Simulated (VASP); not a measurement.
**Mg2Si3N3: single point with PBE**

Mg2Si3N3:

```xyz
8
Lattice="2.8876 -3.3504 -0.4168 2.8842 3.3552 -0.3952 -0.7556 -0.0147 5.8991" Properties=species:S:1:pos:R:3 pbc="T T T"
Mg    4.3731   -0.0062    3.0278
Mg    1.4716   -0.0107    4.0360
Si    2.5597   -1.5541    1.2517
Si   -1.2170   -0.0003    0.4036
Si    2.5580    1.5514    1.2617
N     2.8013    0.0016    0.3739
N     4.1375   -1.8395    2.0416
N     4.1357    1.8330    2.0531
```

```
Program             : VASP 6.6.1
Task                : single point
Functional          : PBE
Potentials or basis : VASP PAW PBE potentials, release 64 (Mg, Si, N)
Cutoff              : 600 eV
k mesh              : 6 × 6 × 4
Occupations         : gaussian, width 0.2 eV
Spin                : no spin polarisation
```

```yaml
Pressure: -0.2 GPa
Largest_force: 0.011 eV/Å
Band_gap_on_the_k_mesh: zero (an odd number of electrons rules out a gap without spin polarisation)
```

Forces on the atoms (eV/Å):
```
Mg  -0.006 -0.001 -0.005
Mg   0.004  0.001 -0.003
Si   0.001  0.004  0.006
Si   0.004  0.001  0.007
Si   0.000 -0.003  0.005
N    0.001 -0.001 -0.011
N   -0.002  0.005  0.001
N   -0.002 -0.005  0.000
```

Stress tensor (GPa, compression positive):
```
-0.17  0.00 -0.08
 0.00 -0.27 -0.02
-0.08 -0.02 -0.25
```

Levels at points of the mesh, in eV from the Fermi level:
| k point | band 12 | band 13 | band 14 | band 15 | band 16 | band 17 | band 18 | band 19 |
| --- | --- | --- | --- | --- | --- | --- | --- | --- |
| (0.00, 0.00, 0.00) | -4.30 | -3.74 | -2.37 | -2.33 | 0.32 | 1.03 | 1.41 | 2.30 |
| (0.50, 0.00, 0.00) | -4.40 | -3.41 | -2.46 | -2.02 | -0.13 | 1.97 | 2.26 | 2.96 |
| (0.00, 0.50, 0.00) | -4.40 | -3.41 | -2.46 | -2.02 | -0.13 | 1.97 | 2.26 | 2.97 |
| (0.50, 0.50, 0.00) | -3.66 | -2.87 | -2.61 | -2.22 | -0.25 | 2.36 | 2.37 | 2.59 |
| (0.00, 0.00, 0.50) | -4.18 | -3.80 | -3.16 | -2.18 | 0.22 | 1.47 | 1.55 | 1.85 |
| (0.50, 0.00, 0.50) | -4.39 | -3.40 | -2.79 | -1.69 | -0.06 | 2.04 | 2.24 | 2.82 |
| (0.00, 0.50, 0.50) | -4.39 | -3.40 | -2.79 | -1.70 | -0.06 | 2.04 | 2.25 | 2.83 |
| (0.50, 0.50, 0.50) | -3.52 | -2.87 | -2.39 | -2.04 | 0.29 | 0.68 | 1.48 | 2.80 |

Wall time 110 s on 1 thread of Intel(R) Xeon(R) 6975P-C (Granite Rapids), on a shared host, peak memory 0.4 GiB.
